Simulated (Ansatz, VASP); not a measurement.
## Sb in VASP and in Ansatz

```xyz
2
Lattice="2.1506 1.2416 3.7814 -2.1506 1.2416 3.7814 0.0000 -2.4833 3.7814" Properties=species:S:1:pos:R:3 pbc="T T T"
Sb    0.0000    0.0000    2.6505
Sb    0.0000    0.0000    8.6938
```

Change from the starting cell: zz strain of +1 %, PAW files.

Alike in both runs: task electric field gradients; functional PBEsol; k mesh 9 × 9 × 9; occupations fermi-dirac, width 0.05 eV; no spin polarisation.

```csv
,VASP,Ansatz
version,VASP 6.6.1,Ansatz 0.2.0
potentials or method,"VASP PAW PBE potentials, release 64 (Sb)","PAW with Ansatz's default frozen-core files, scalar-relativistic"
plane-wave cutoff (eV),400,420
valence electrons in the cell,10,30
```

|  | VASP | Ansatz | Ansatz less VASP |
| --- | --- | --- | --- |
| pressure (GPa) | 0.1 | -0.1 | -0.18 |
| traceless stress, the component that is largest in VASP (GPa) | -0.57 | -0.53 | +0.047 |
| rms of the force components (eV/Å) | 0.078 | 0.045 | -0.0321 |
| size of Vzz on the site where it differs most (V/Å²) | 39.9 | 43.7 | +3.81 |

VASP's potentials were made for PBE, not for PBEsol. Atom by atom the forces differ by 0.032 eV/Å (rms over components). VASP's potentials hold 10 valence electrons a cell and Ansatz's 30, so a difference there can come from the potentials and not from the codes.

Neither program's run includes spin-orbit coupling.
